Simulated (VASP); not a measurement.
Set up this calculation in VASP 6.6.1, as the native input.

| Quantity | Value |
| --- | --- |
| Task | single point |
| Functional | PBE |
| Potentials or basis | VASP PAW PBE potentials, release 64 (In_d, O) |
| Cutoff | 520 eV |
| k mesh | 26 × 26 × 26 |
| Occupations | fermi-dirac, width 0.0612256 eV |
| Spin | no spin polarisation |
| Dipole correction | no |
| Further INCAR settings | ALGO = Normal; EDIFF = 1e-06; NBANDS = 24 |

The structure of InO3 (ReO3 type) lies in POSCAR:

```
InO3
1.0
    4.1842631586      0.0000000000      0.0000000000
    0.0000000000      4.1842631586      0.0000000000
    0.0000000000      0.0000000000      4.1842631586
In O
1 3
Direct
    0.0000000000      0.0000000000      0.0000000000
    0.5000000000      0.0000000000      0.0000000000
    0.0000000000      0.5000000000      0.0000000000
    0.0000000000      0.0000000000      0.5000000000
```

The input as run:

INCAR

```
  ALGO = Normal
  EDIFF = 1E-6
  ENCUT = 520
  GGA = PE
  ISIF = 2
  ISMEAR = -1
  LASPH = True
  LCHARG = False
  LREAL = False
  LWAVE = False
  NBANDS = 24
  NELM = 60
  PREC = Accurate
  SIGMA = 0.06122561905347299
```

KPOINTS

```
k-points
0
Gamma
  26 26 26
```

Potentials or basis: VASP PAW PBE potentials, release 64 (In_d, O).

Launch:

```console
$ cat potpaw_PBE.64/In_d/POTCAR potpaw_PBE.64/O/POTCAR > POTCAR
$ mpirun -np 1 vasp_std > vasp.out
```

Results of the run:

```json
{
  "Pressure": "1.6 GPa",
  "Band gap on the k mesh": "zero (an odd number of electrons rules out a gap without spin polarisation)"
}
```

Caveat: spin-orbit coupling is left out, which moves the levels of the heavy elements; an odd number of electrons without spin polarisation forces a metal; a magnetic or distorted state may lie lower.

Run time: 15 min on 1 thread of Oxide Virtual Turin-like Processor, with other jobs on the host, peak memory 0.79 GiB.
